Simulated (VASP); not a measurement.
Crystal: Ni.

```
CELL_PARAMETERS angstrom
0.00000 1.76510 1.76510
1.76510 0.00000 1.76510
1.76510 1.76510 0.00000
ATOMIC_POSITIONS crystal
Ni 0.00000 0.00000 0.00000
```

Base run:

| Quantity | Value |
| --- | --- |
| Program | VASP 6.6.1 |
| Functional | PBE |
| Potentials or basis | VASP PAW PBE potentials, release 64 (Ni) |
| Cutoff | 520 eV |
| k mesh | 15 × 15 × 15 |
| Occupations | fermi-dirac, width 0.1 eV |
| Spin | collinear spin, ferromagnetic start |
| Starting moments | [2.0] μB |

Its results: pressure -1.4 GPa; site moments Ni +0.64 μB.

Q: After a change of settings the same cell gave: pressure -2.4 GPa; site moments Ni +0.25 μB. Which change was it?
A. moments at the start from [2.0] to [0.24]; fixed moment from none to 0.24 μB
B. moments at the start from [2.0] to [1.68]; fixed moment from none to 1.68 μB
C. moments at the start from [2.0] to [0.72]; fixed moment from none to 0.72 μB
D. moments at the start from [2.0] to [1.92]; fixed moment from none to 1.92 μB

A: A.

Caveats: the total moment is fixed, so each spin has its own Fermi level (some runs).
